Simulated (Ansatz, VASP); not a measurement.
# Cu in VASP and in Ansatz

File INCAR:

```
PREC = Accurate
ENCUT = 520
EDIFF = 1E-8
ISMEAR = -1
SIGMA = 0.03
LREAL = F
LASPH = T
NELM = 60
ALGO = Normal
ISIF = 2
LWAVE = F
LCHARG = F
GGA = PS
LEFG = T
NBANDS = 12
```

Contents of KPOINTS:

```
Automatic mesh
0
Gamma
  17 17 17
```

The input POSCAR:

```
Cu
1.0
    0.0000000000      1.8075000000      1.8075000000
    1.8075000000      0.0000000000      1.8075000000
    1.8075000000      1.8075000000      0.0000000000
Cu
1
Direct
    0.0000000000      0.0000000000      0.0000000000
```

Input for Ansatz:

```yaml
crystal:
  lattice:
    - [0.0, 1.8075, 1.8075]
    - [1.8075, 0.0, 1.8075]
    - [1.8075, 1.8075, 0.0]
  atoms:
    - { symbol: Cu, position: [0.0, 0.0, 0.0] }
kpoints:
  mp_grid: { grid: [17, 17, 17] }
  band_path:
    path:
      - [0.0, 0.0, 0.0]
      - [0.5, 0.0, 0.5]
      - [0.625, 0.25, 0.625]
      - [0.375, 0.375, 0.75]
      - [0.0, 0.0, 0.0]
      - [0.5, 0.5, 0.5]
      - [0.5, 0.25, 0.75]
      - [0.5, 0.0, 0.5]
    npoints: 14
scf:
  occupations: { method: fermi_dirac, width: 0.03 }
hamiltonian:
  xc: pbesol
  pseudopotentials: { kind: paw }
output:
  forces: true
  stress: true
  eigenvalues: true
  efg: { contact_densities: true }
  populations: true
  bader: true
  dos: { projected: true, de: 0.2, e_range: [-14, 8] }
  write_density: true
  write_potential: true
  elf: true
  volumetric_format: npy
```

Alike in both runs: task electric field gradients; functional PBEsol; k mesh 17 × 17 × 17; occupations fermi-dirac, width 0.03 eV; no spin polarisation.

|  | VASP | Ansatz |
| --- | --- | --- |
| version | VASP 6.6.1 | Ansatz 0.2.0 |
| potentials or method | VASP PAW PBE potentials, release 64 (Cu) | PAW with Ansatz's default frozen-core files, scalar-relativistic |
| plane-wave cutoff (eV) | 520 | 420 |
| valence electrons in the cell | 11 | 19 |

|  | VASP | Ansatz | Ansatz less VASP |
| --- | --- | --- | --- |
| pressure (GPa) | -6.0 | -6.7 | -0.67 |

VASP's potentials were made for PBE, not for PBEsol. VASP's potentials hold 11 valence electrons a cell and Ansatz's 19, so a difference there can come from the potentials and not from the codes.
